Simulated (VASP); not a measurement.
Re, 4 atoms in the cell. Symmetry: P6_3/mmc, No. 194, hexagonal system. The conventional cell has a = 2.753 Å, b = 2.753 Å, c = 8.875 Å, α = 90.00°, β = 90.00°, γ = 120.00°. Re (site symmetry -6m2) has 12 Re at 2.73 to 2.75 Å within 3.6 Å. Within 3.6 Å of Re (site symmetry -3m) lie 12 Re at 2.73 to 2.75 Å. 

```yaml
Program: VASP 6.6.1
Task: single point
Functional: PBEsol
Potentials_or_basis: VASP PAW PBE potentials, release 64 (Re)
Cutoff: 520 eV
k_mesh: 8 × 8 × 3
Occupations: fermi-dirac, width 0.05 eV
Spin: no spin polarisation
Dipole_correction: no
Further_INCAR_settings: ALGO = Fast; EDIFF = 1e-07; NBANDS = 22
```

Potentials or basis: VASP PAW PBE potentials, release 64 (Re).

The run is started by

```bash
$ cat potpaw_PBE.64/Re/POTCAR > POTCAR
$ mpirun -np 1 vasp_std > vasp.out
```

Hardware: 1 thread of Intel Xeon 8259CL, with other jobs on the host.

Question: Estimate the wall time of this run.

Answer: Wall time 60 s on 1 thread of Intel Xeon 8259CL (shared host), peak memory 0.17 GiB. Counts: scf iterations 20, k points 20.
